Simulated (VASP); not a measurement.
## Al: single point with r2SCAN0

The system is Al.

```
Al
1.0
     0.00000    2.07742    2.07742
     2.07742    0.00000    2.07742
     2.07742    2.07742    0.00000
Al
1
Direct
  0.00000 0.00000 0.00000
```

- Program: VASP 6.6.1
- Task: single point
- Functional: r2SCAN0
- Potentials or basis: VASP PAW PBE potentials, release 64 (Al)
- Cutoff: 440 eV
- k mesh: 5 × 5 × 5
- Occupations: methfessel-paxton, width 0.05 eV
- Spin: no spin polarisation
- Dipole correction: no
- Grid for exact exchange (PRECFOCK): Normal
- Further INCAR settings: ALGO = Normal; EDIFF = 1e-06; NBANDS = 8
- Share of exact exchange: 0.25

```yaml
Pressure: -6.8 GPa
Band_gap_on_the_k_mesh: zero (an odd number of electrons rules out a gap without spin polarisation)
```

Levels at points of the mesh, in eV from the Fermi level:
| k point | band 1 | band 2 | band 3 | band 4 |
| --- | --- | --- | --- | --- |
| (0.00, 0.00, 0.00) | -13.59 | 13.38 | 13.38 | 13.38 |

Run time: 15 s on 1 thread of Intel(R) Xeon(R) 6975P-C (Granite Rapids), with other jobs on the host, peak memory 0.12 GiB.

Caveat: the k points lie up to 0.52 Å⁻¹ apart, too coarse for converged energies and pressures of a metal; the PAW data sets were made with another functional, which shifts forces and pressure a little.
